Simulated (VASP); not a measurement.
Here is a VASP 6.6.1 calculation.

INCAR

```
SYSTEM = B2O
ALGO     = Normal         ! electronic algorithm
EDIFF    = 1E-7           ! SCF threshold, eV
ENCUT    = 520            ! plane-wave cutoff, eV
GGA      = RE             ! functional
ISIF     = 2              ! what is computed and relaxed
ISMEAR   = 0              ! smearing method
LASPH    = .True.         ! aspherical terms in the spheres
LCHARG   = .True.         ! write CHGCAR
LELF     = .True.         ! ELF
LREAL    = .False.        ! projectors in reciprocal space
LVHAR    = .True.       
LWAVE    = .False.        ! write WAVECAR
NBANDS   = 21             ! bands
NELM     = 60             ! most SCF steps
PREC     = Accurate       ! precision mode
SIGMA    = 0.1            ! smearing width, eV
```

File KPOINTS:

```
k-points
0
Gamma
  18 18 4
  0 0 0
```

The input POSCAR:

```
B2O
1.0
    2.5222870174      0.0000000000      0.0000000000
   -1.2611435087      2.1843646327      0.0000000000
    0.0000000000      0.0000000000     10.1957275739
B O
4 2
Direct
    0.0000000000      0.0000000000      0.4141650340
    0.0000000000      0.0000000000      0.5858349660
    0.6666666667      0.3333333333      0.0309257166
    0.3333333333      0.6666666667      0.9690742834
    0.6666666667      0.3333333333      0.3596238634
    0.3333333333      0.6666666667      0.6403761366
```

Potentials or basis: VASP PAW PBE potentials, release 64 (B, O).

Run with:

```sh
$ cat potpaw_PBE.64/B/POTCAR potpaw_PBE.64/O/POTCAR > POTCAR
$ mpirun -np 1 vasp_std > vasp.out
```

Task: Predict the pressure.

Result: 6.2 GPa.

Task: Predict the largest force.

Result: 0.272 eV/Å.

Task: Predict the band gap on the k mesh.

Result: Zero (band 12 reaches 7.17 eV, above the bottom of band 13 at 3.55 eV).

Stress tensor (GPa, compression positive):
```
7.64 0.00 0.00
0.00 7.64 0.00
0.00 0.00 3.35
```

Caveat: the PAW data sets were made with another functional, which shifts forces and pressure a little; this functional lacks dispersion, which binds the layers, so the pressure and a relaxed spacing across them are unreliable.
